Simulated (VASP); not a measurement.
# CoO (Fm-3m) in VASP: settings compared

CoO is run at these levels: LDA, PBEsol, PBE; tasks: single point, relaxation of cell and atoms.

Everything below comes from runs of VASP 6.6.1. Logs are shortened: lines on timing, memory, paths and dates and some standing lists are left out, and cuts for length are marked.

## (1) The cell of the first run

Symmetry: Fm-3m, No. 225, cubic system. The conventional cell has a = 4.263 Å, b = 4.263 Å, c = 4.263 Å, α = 90.00°, β = 90.00°, γ = 90.00°. Within 2.8 Å of Co (site symmetry m-3m) lie 6 O at 2.13 Å. O (site symmetry m-3m) has 6 Co at 2.13 Å within 2.8 Å.

## (2) Single point, LDA, collinear spin, ferromagnetic start

The input, INCAR:

```
ALGO = Normal ; EDIFF = 1E-6
ENCUT = 520 ; ISIF = 2
ISMEAR = -1 ; ISPIN = 2
LASPH = T ; LCHARG = F
LMAXMIX = 4 ; LORBIT = 11
LREAL = F ; LWAVE = F
MAGMOM = 2 0 ; NBANDS = 18
NELM = 150 ; PREC = Accurate
SIGMA = 0.05
```

The input, KPOINTS:

```
k-points
0
Gamma
  11 11 11
```

The input, POSCAR:

```
CoO
1.0
    0.0000000000      2.1315000000      2.1315000000
    2.1315000000      0.0000000000      2.1315000000
    2.1315000000      2.1315000000      0.0000000000
Co O
1 1
Direct
    0.0000000000      0.0000000000      0.0000000000
    0.5000000000      0.5000000000      0.5000000000
```

Potentials or basis: VASP PAW LDA potentials, release 64 (Co, O).

Run with:

```bash
cat potpaw_LDA.64/Co/POTCAR potpaw_LDA.64/O/POTCAR > POTCAR
mpirun -np 1 vasp_std > vasp.out
```

OUTCAR:

```text
EDIFF = 1E-6
   ENCUT = 520
   ISIF = 2
   ISMEAR = -1
   ISPIN = 2
   LASPH = T
   LORBIT = 11
   LREAL = F
   NELM = 150
   PREC = Accurate

 ion  position               nearest neighbor table
   1  0.000  0.000  0.000-   2 2.13   2 2.13   2 2.13   2 2.13   2 2.13   2 2.13
   2  0.500  0.500  0.500-   1 2.13   1 2.13   1 2.13   1 2.13   1 2.13   1 2.13

  LATTYP: Found a face centered cubic cell.
 ALAT       =     4.2630000000

  Lattice vectors:

 A1 = (   0.0000000000,   2.1315000000,   2.1315000000)
 A2 = (   2.1315000000,   0.0000000000,   2.1315000000)
 A3 = (   2.1315000000,   2.1315000000,   0.0000000000)

Analysis of symmetry for initial positions (statically):
[... 25 lines left out ...]
The dynamic configuration has the point symmetry O_h .

Analysis of structural, dynamic, and magnetic symmetry:
=====================================================================
 Subroutine PRICEL returns:
[... 7 lines left out ...]
 out of a pool of 48 trial point group operations.

The overall configuration has the point symmetry O_h .

 Subroutine INISYM returns: Found 48 space group operations
[... 5 lines left out ...]
                                     Primitive cell

  volume of cell :      19.3681

  direct lattice vectors                    reciprocal lattice vectors
     0.000000000  2.131500000  2.131500000    -0.234576589  0.234576589  0.234576589
     2.131500000  0.000000000  2.131500000     0.234576589 -0.234576589  0.234576589
     2.131500000  2.131500000  0.000000000     0.234576589  0.234576589 -0.234576589

  length of vectors
     3.014396208  3.014396208  3.014396208     0.406298571  0.406298571  0.406298571

  position of ions in fractional coordinates (direct lattice)
     0.000000000  0.000000000  0.000000000
     0.500000000  0.500000000  0.500000000

  ion indices of the primitive-cell ions
   primitive index   ion index
                 1           1
                 2           2

----------------------------------------------------------------------------------------

 KPOINTS: k-points

Automatic generation of k-mesh.
 Grid dimensions read from file:
 generate k-points for:   11   11   11

 Generating k-lattice:

  Cartesian coordinates                     Fractional coordinates (reciprocal lattice)
    -0.021325144  0.021325144  0.021325144     0.090909091  0.000000000  0.000000000
     0.021325144 -0.021325144  0.021325144     0.000000000  0.090909091  0.000000000
     0.021325144  0.021325144 -0.021325144     0.000000000  0.000000000  0.090909091

  Length of vectors
     0.036936234  0.036936234  0.036936234
[... 66 lines left out ...]
   NUPDOWN=      -1.0000    fix difference up-down
   EMIN   =  10.00;   EMAX   =-10.00  energy-range for DOS
   EFERMI =   0.00;   METHOD = LEGACY
   ISMEAR =    -1;   SIGMA  =   0.05  broadening in eV -4-tet -1-fermi 0-gaus
   EFERMI_NEDOS =   21; number of points for ismear=-14 and -15
   IALGO  =     38    algorithm
   IMIX   =      4    mixing-type and parameters
     AMIX     =   0.40;   BMIX     =  1.00
     AMIX_MAG =   1.60;   BMIX_MAG =  1.00
  volume/ion in A,a.u.               =       9.68        65.35
  Fermi-wavevector in a.u.,A,eV,Ry     =   1.503407  2.841027 30.752334  2.260233
  Thomas-Fermi vector in A             =   2.614521
   LORBIT       =     11    0 simple, 1 ext, 2 COOP (PROOUT), +10 PAW based schemes
   GGA     = CA    functional components
   LHFCALC =     F    Hartree Fock is set to
   AEXX    =    0.0000 exact exchange contribution
   IVDW    =     0    specifies the selected vdW correction
   LEPSILON=     F    determine dielectric tensor
   LRPA    =     F    only Hartree local field effects (RPA)
 spin polarized calculation
  energy-cutoff  :      520.00
  volume of cell :       19.37
 maximum number of plane-waves:       534
   NGX = 11   NGY = 11   NGZ = 11

 number of electron      15.0000007 magnetization       2.7624708

 Free energy of the ion-electron system (eV)
  ---------------------------------------------------
  ext. energy  EPLUGINS =         0.00000000
  ---------------------------------------------------
  free energy    TOTEN  =       -14.65516783 eV

  energy without entropy =      -14.61967452  energy(sigma->0) =      -14.63742118

 E-fermi :   7.6007     XC(G=0): -12.8746

 val. band max:        7.5980795869   @ k =  -0.4545   0.2727   0.0000
 cond. band min:       7.6100846960   @ k =  -0.2727   0.1818   0.0000
 fundamental gap:      0.0120051090
 Fermi energy:         7.6006900034

 spin component 1

 k-point     1 :       0.0000    0.0000    0.0000
  band No.  band energies     occupation
      1     -12.4398      1.00000
      2       4.3240      1.00000
      3       4.3240      1.00000
      4       4.3240      1.00000
      5       4.6439      1.00000
      6       4.6439      1.00000
[... 493 lines left out ...]
     17      35.1319      0.00000
     18      36.9275      0.00000

 [... further k-points ...]

 spin component 2

 k-point     1 :       0.0000    0.0000    0.0000
  band No.  band energies     occupation
      1     -11.9507      1.00000
      2       4.8730      1.00000
      3       4.8730      1.00000
      4       4.8730      1.00000
      5       6.5127      1.00000
      6       6.5127      1.00000
[... 493 lines left out ...]
     17      35.6995      0.00000
     18      37.4792      0.00000

 [... further k-points ...]
[... 5 lines left out ...]
  --------------------------------------------------------------------------------------
  -------------------------------------------------------------------------------------
  Total       -2.4925576     -2.4925576     -2.4925576     -0.0000000     -0.0000000      0.0000000
  in kB     -206.1910348   -206.1910348   -206.1910348     -0.0000000     -0.0000000      0.0000000
  external PRESSURE =    -206.1910348 kB  Pullay stress =       0.0000000 kB

 VOLUME and BASIS-vectors are now :
 -----------------------------------------------------------------------------
  energy-cutoff  :      520.00
  volume of cell :       19.37
      direct lattice vectors                 reciprocal lattice vectors
     0.000000000  2.131500000  2.131500000    -0.234576589  0.234576589  0.234576589
     2.131500000  0.000000000  2.131500000     0.234576589 -0.234576589  0.234576589
     2.131500000  2.131500000  0.000000000     0.234576589  0.234576589 -0.234576589

 POSITION                                       TOTAL-FORCE (eV/Angst)
 -----------------------------------------------------------------------------------
      0.00000      0.00000      0.00000        -0.000000     -0.000000     -0.000000
      2.13150      2.13150      2.13150         0.000000      0.000000      0.000000
 -----------------------------------------------------------------------------------
    total drift:                                0.000000     -0.000000     -0.000000

  FREE ENERGIE OF THE ION-ELECTRON SYSTEM (eV)
  ---------------------------------------------------
  free  energy   TOTEN  =       -14.6551678318 eV

  energy  without entropy=      -14.6196745196  energy(sigma->0) =      -14.63742118

 total charge

# of ion       s       p       d       tot
------------------------------------------
    1        0.296   0.357   7.182   7.835
    2        1.546   3.379   0.000   4.925
--------------------------------------------------
tot          1.842   3.736   7.182  12.760

 magnetization (x)

# of ion       s       p       d       tot
------------------------------------------
    1        0.019   0.017   2.373   2.409
    2        0.028   0.265   0.000   0.293
--------------------------------------------------
tot          0.047   0.283   2.373   2.702
```

OSZICAR:

```text
N       E                     dE             d eps       ncg     rms          rms(c)
DAV:   1     0.751131765328E+02    0.75113E+02   -0.65079E+03  4176   0.959E+02
DAV:   2    -0.121155715013E+02   -0.87229E+02   -0.75457E+02  4258   0.221E+02
DAV:   3    -0.170356572551E+02   -0.49201E+01   -0.47303E+01  4802   0.557E+01
DAV:   4    -0.170875077787E+02   -0.51851E-01   -0.51767E-01  4956   0.542E+00
DAV:   5    -0.170886821869E+02   -0.11744E-02   -0.11742E-02  4860   0.816E-01    0.158E+01
DAV:   6    -0.162719849918E+02    0.81670E+00   -0.16828E+01  5056   0.606E+01    0.208E+01
DAV:   7    -0.147966392246E+02    0.14753E+01   -0.85992E+00  5058   0.497E+01    0.763E+00
DAV:   8    -0.146705491042E+02    0.12609E+00   -0.43546E-01  5576   0.964E+00    0.399E+00
DAV:   9    -0.146680022277E+02    0.25469E-02   -0.18175E-01  6158   0.673E+00    0.229E+00
DAV:  10    -0.146581850357E+02    0.98172E-02   -0.43077E-02  5962   0.363E+00    0.854E-01
DAV:  11    -0.146554198287E+02    0.27652E-02   -0.26014E-02  5778   0.252E+00    0.286E-01
DAV:  12    -0.146552033971E+02    0.21643E-03   -0.23551E-03  5482   0.552E-01    0.693E-02
DAV:  13    -0.146551712605E+02    0.32137E-04   -0.15454E-04  5484   0.113E-01    0.325E-02
DAV:  14    -0.146551682686E+02    0.29919E-05   -0.69088E-06  5100   0.272E-02    0.114E-02
DAV:  15    -0.146551678318E+02    0.43684E-06   -0.68483E-07  2446   0.126E-02
   1 F= -.14655168E+02 E0= -.14637421E+02  d E =-.354933E-01  mag=     2.7629
```

stdout:

```text
POSCAR found type information on POSCAR CoO
 POSCAR found :  2 types and       2 ions
 scaLAPACK will be used
 LDA part: xc-table for (Slater(with rela. corr.)+CA(PZ))
 , standard interpolation
 POSCAR, INCAR and KPOINTS ok, starting setup
 FFT: planning ... GRIDC
 FFT: planning ... GRID_SOFT
 FFT: planning ... GRID
 WAVECAR not read
 entering main loop
```

It took 43 s on 1 thread of Intel Xeon Platinum 8375C at 2.90GHz (Ice Lake), shared host; peak memory 0.15 GiB.

What came out:

```yaml
Free_energy: -14.6552 eV
Pressure: -20.6 GPa
Net_moment: 2.76 μB per cell
Site_moments: Co +2.41; O +0.29 μB
Valence_electrons_inside_the_program's_atomic_spheres: Co 7.83; O 4.92
```

Caveat: a cell with one magnetic atom can't hold antiferromagnetic order, which such compounds often take; semilocal functionals often make such compounds metallic where correlation or magnetic order opens a gap, which also shifts bond lengths. With open d or f shells a metallic result of LDA can be an artefact of self-interaction; +U or a hybrid may open a gap.

## (3) Single point, PBEsol, collinear spin, ferromagnetic start

The input, INCAR:

```
PREC = Accurate
ENCUT = 520
EDIFF = 1E-6
ISMEAR = -1
SIGMA = 0.05
LREAL = F
LASPH = T
NELM = 150
ALGO = Normal
ISIF = 2
LWAVE = F
LCHARG = F
ISPIN = 2
MAGMOM = 2 0
LORBIT = 11
LMAXMIX = 4
GGA = PS
NBANDS = 18
```

The input, KPOINTS:

```
regular mesh
0
Gamma
  11 11 11
```

POSCAR is that of step 2.

Potentials or basis: VASP PAW PBE potentials, release 64 (Co, O).

Run with:

```bash
cat potpaw_PBE.64/Co/POTCAR potpaw_PBE.64/O/POTCAR > POTCAR
mpirun -np 1 vasp_std > vasp.out
```

Run time: 44 s. Hardware: 1 thread of Intel Xeon Platinum 8375C at 2.90GHz (Ice Lake), shared host; peak memory 0.16 GiB.

It converged, with:

| Property | Result |
| --- | --- |
| Free energy | -13.9584 eV |
| Pressure | -11.7 GPa |
| Net moment | 2.93 μB per cell |
| Site moments | Co +2.57; O +0.32 μB |
| Valence electrons inside the program's atomic spheres | Co 7.80; O 4.95 |

Levels at points of the mesh, in eV from the Fermi level:
Spin up:
```
           k point  band 7  band 8  band 9  band 10  band 11  band 12
(0.00, 0.00, 0.00)   -3.14   -3.14   -3.14     0.83    16.56    17.89
```
Spin down:
| k point | band 4 | band 5 | band 6 | band 7 | band 8 | band 9 |
| --- | --- | --- | --- | --- | --- | --- |
| (0.00, 0.00, 0.00) | -2.60 | -1.10 | -1.10 | -1.10 | -0.13 | -0.13 |

Caveat: the PAW data sets were made with another functional, which shifts forces and pressure a little; a cell with one magnetic atom can't hold antiferromagnetic order, which such compounds often take; semilocal functionals often make such compounds metallic where correlation or magnetic order opens a gap, which also shifts bond lengths. With open d or f shells a metallic result of PBEsol can be an artefact of self-interaction; +U or a hybrid may open a gap.

(Part 1 of 2 ends here.)
